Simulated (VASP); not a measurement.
Wanted: the native input for a VASP 6.6.1 run.

```
Task                   : single point
Functional             : PBE
Potentials or basis    : VASP PAW PBE potentials, release 64 (Ga_d, As)
Cutoff                 : 520 eV
k mesh                 : 4 × 2 × 4
Occupations            : gaussian, width 0.1 eV
Spin                   : no spin polarisation
Dipole correction      : no
Further INCAR settings : ALGO = Normal; EDIFF = 1e-07; NBANDS = 66
```

The structure of GaAs lies in POSCAR:

```
GaAs
1.0
    4.1016211623      0.0000000000      0.0000000000
    0.0000000000     12.4561222639      0.0000000000
    0.0000000000      0.0000000000      6.1591553377
Ga As
6 6
Direct
    0.0000000000      0.6457986184      0.0980260142
    0.5000000000      0.8542013816      0.9019739858
    0.0000000000      0.0000000000      0.4024411029
    0.5000000000      0.1457986184      0.9019739858
    0.0000000000      0.3542013816      0.0980260142
    0.5000000000      0.5000000000      0.5975588971
    0.5000000000      0.6505672748      0.8643424376
    0.0000000000      0.8494327252      0.1356575624
    0.5000000000      0.0000000000      0.6291636536
    0.0000000000      0.1505672748      0.1356575624
    0.5000000000      0.3494327252      0.8643424376
    0.0000000000      0.5000000000      0.3708363464
```

One way to write it, as run:

INCAR

```
PREC = Accurate ; ENCUT = 520
EDIFF = 1E-7 ; ISMEAR = 0
SIGMA = 0.1 ; LREAL = False
LASPH = True ; NELM = 100
ALGO = Normal ; ISIF = 2
LWAVE = False ; LCHARG = True
GGA = PE ; LELF = True
LVHAR = True ; NBANDS = 66
```

KPOINTS

```
regular mesh
0
Gamma
  4 2 4
```

Potentials or basis: VASP PAW PBE potentials, release 64 (Ga_d, As).

Launch:

```sh
$ cat potpaw_PBE.64/Ga_d/POTCAR potpaw_PBE.64/As/POTCAR > POTCAR
$ mpirun -np 1 vasp_std > vasp.out
```

Results of the run:

```yaml
Pressure: 0.2 GPa
Largest_force: 0.039 eV/Å
Band_gap_on_the_k_mesh: 0.03 eV, direct
```

Wall time 13 min on 1 thread of Oxide Virtual Turin-like Processor (shared host), peak memory 0.49 GiB.
